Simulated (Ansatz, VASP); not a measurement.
**One calculation of BP, two programs**

```
B P
1.0
     0.00000    2.23833    2.23833
     2.23833    0.00000    2.23833
     2.23833    2.23833    0.00000
B P
1 1
Direct
  0.00000 0.00000 0.00000
  0.75000 0.75000 0.75000
```

Change from the starting cell: volume scaled by 0.96.

Alike in both runs: task single point; functional LDA; k mesh 12 × 12 × 12; occupations fermi-dirac, width 0.08 eV; no spin polarisation.

```csv
,VASP,Ansatz
version,VASP 6.6.1,Ansatz 0.2.0
potentials or method,"VASP PAW LDA potentials, release 64 (B, P), cutoff 520 eV","all-electron LAPW, scalar-relativistic"
```

|  | VASP | Ansatz | Ansatz less VASP |
| --- | --- | --- | --- |
| pressure (GPa) | 1.5 | 1.6 | +0.10 |

LDA's correlation is that of Perdew and Zunger in VASP and of Perdew and Wang (1992) in Ansatz. Ansatz ran all-electron here, and VASP with PAW potentials.
